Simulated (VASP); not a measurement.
Wanted: the native input for a VASP 6.6.1 run.

- Task: single point
- Functional: PBE
- Potentials or basis: VASP PAW PBE potentials, release 64 (Si, C)
- Cutoff: 520 eV
- k mesh: 12 × 12 × 2
- Occupations: gaussian, width 0.05 eV
- Spin: no spin polarisation
- Dipole correction: no
- Further INCAR settings: ALGO = Normal; EDIFF = 1e-06; NBANDS = 36

The structure of SiC lies in POSCAR:

```
SiC
1.0
    3.0175641559      0.0000000000      0.0000000000
   -1.5087820780      2.6132872166      0.0000000000
    0.0000000000      0.0000000000     14.8066590531
Si C
6 6
Direct
    0.0000000000      0.0000000000      0.1250424503
    0.0000000000      0.0000000000      0.6250374675
    0.3333333333      0.6666666667      0.2919122018
    0.6666666667      0.3333333333      0.7917223860
    0.3333333333      0.6666666667      0.9583927143
    0.6666666667      0.3333333333      0.4582264355
    0.0000000000      0.0000000000      0.9957901969
    0.0000000000      0.0000000000      0.5035866889
    0.3333333333      0.6666666667      0.1704670362
    0.6666666667      0.3333333333      0.6631920368
    0.3333333333      0.6666666667      0.8370720018
    0.6666666667      0.3333333333      0.3295583838
```

This cell differs from its parent crystal: atoms displaced along a vibrational mode, the cell strained.

One way to write it, as run:

INCAR

```
SYSTEM = SiC
PREC = Accurate
ENCUT = 520
EDIFF = 1E-6
ISMEAR = 0
SIGMA = 0.05
LREAL = .False.
LASPH = .True.
NELM = 80
ALGO = Normal
ISIF = 2
LWAVE = .False.
LCHARG = .True.
GGA = PE
LELF = .True.
LVHAR = .True.
NBANDS = 36
```

KPOINTS

```
regular mesh
0
Gamma
  12 12 2
  0 0 0
```

Potentials or basis: VASP PAW PBE potentials, release 64 (Si, C).

The run is started by

```sh
$ cat potpaw_PBE.64/Si/POTCAR potpaw_PBE.64/C/POTCAR > POTCAR
$ mpirun -np 1 vasp_std > vasp.out
```

It gave:

```yaml
Pressure: 19.4 GPa
Largest_force: 2.153 eV/Å
Band_gap_on_the_k_mesh: 1.96 eV (least direct gap 3.08 eV)
```

Caveat: the cell differs from its parent crystal (atoms displaced along a vibrational mode, the cell strained); the cell stands under pressure; forces of over 1 eV/Å act on the atoms, so gaps and moduli don't describe the material at rest.

Run time: 2.4 min on 1 thread of Intel(R) Xeon(R) Platinum 8259CL CPU @ 2.50GHz (Skylake/Cascade Lake) (shared host), peak memory 0.29 GiB.
